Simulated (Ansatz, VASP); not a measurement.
# ScSiS4 in VASP and in Ansatz

File INCAR:

```
PREC     = Accurate       # precision mode
ENCUT    = 520            # plane-wave cutoff, eV
EDIFF    = 1E-7           # SCF threshold, eV
ISMEAR   = 0              # smearing method
SIGMA    = 0.1            # smearing width, eV
LREAL    = F              # projectors in reciprocal space
LASPH    = T              # aspherical terms in the spheres
NELM     = 60             # most SCF steps
ALGO     = Normal         # electronic algorithm
ISIF     = 2              # what is computed and relaxed
LWAVE    = F              # write WAVECAR
LCHARG   = T              # write CHGCAR
GGA      = PE             # functional
LELF     = T              # ELF
LVHAR    = T            
NBANDS   = 28             # bands
```

The input KPOINTS:

```
Automatic mesh
0
Gamma
  4 4 4
```

The input POSCAR:

```
ScSiS4
1.0
    3.9360413600      0.0000000000      0.0000000000
    0.0000000000      3.9360413600      0.0000000000
    0.0000000000      0.0000000000      6.6927092700
Sc Si S
1 1 4
Direct
    0.5000000000      0.5000000000      0.5000000000
    0.0000000000      0.0000000000      0.0000000000
    0.0000000000      0.0000000000      0.6053310000
    0.5000000000      0.5000000000      0.1056660000
    0.5000000000      0.5000000000      0.8943340000
    0.0000000000      0.0000000000      0.3946690000
```

Input for Ansatz:

```yaml
crystal:
  lattice:
    - [3.93604136, 0.0, 0.0]
    - [0.0, 3.93604136, 0.0]
    - [0.0, 0.0, 6.69270927]
  atoms:
    - { symbol: Sc, position: [0.5, 0.5, 0.5] }
    - { symbol: Si, position: [0.0, 0.0, 0.0] }
    - { symbol: S, position: [0.0, 0.0, 0.605331] }
    - { symbol: S, position: [0.5, 0.5, 0.105666] }
    - { symbol: S, position: [0.5, 0.5, 0.894334] }
    - { symbol: S, position: [0.0, 0.0, 0.394669] }
basis:
  ecutwfc: 420
kpoints:
  mp_grid: { grid: [4, 4, 4] }
hamiltonian:
  xc: pbe
scf:
  occupations: { method: gaussian, width: 0.1 }
  lower_state_search: "off"
output:
  forces: true
  stress: true
  eigenvalues: true
```

Change from the starting cell: species swapped into the DyErC4 type (P4/mmm, No. 123).

Alike in both runs: task single point; functional PBE; k mesh 4 × 4 × 4; occupations gaussian, width 0.1 eV; no spin polarisation.

|  | VASP | Ansatz |
| --- | --- | --- |
| version | VASP 6.6.1 | Ansatz 0.2.0 |
| potentials or method | VASP PAW PBE potentials, release 64 (Sc_sv, Si, S), cutoff 520 eV | scalar-relativistic, plane waves, PAW |
| valence electrons in the cell | 39 | 39 |

Ansatz gave:

- gap on the k mesh at the Fermi level (eV): none
- rms of the force components (eV/Å): 26.851

Q: Estimate VASP's values.

A: gap on the k mesh at the Fermi level (eV): none; rms of the force components (eV/Å): 26.297.

Atom by atom the forces differ by 0.554 eV/Å (rms over components). A gap of «none» marks a metal or a gap that the smearing closes. The functional is the same, so the differences come from potentials, cutoffs and numerics.

The k mesh is coarse, so the values compare programs but aren't converged.
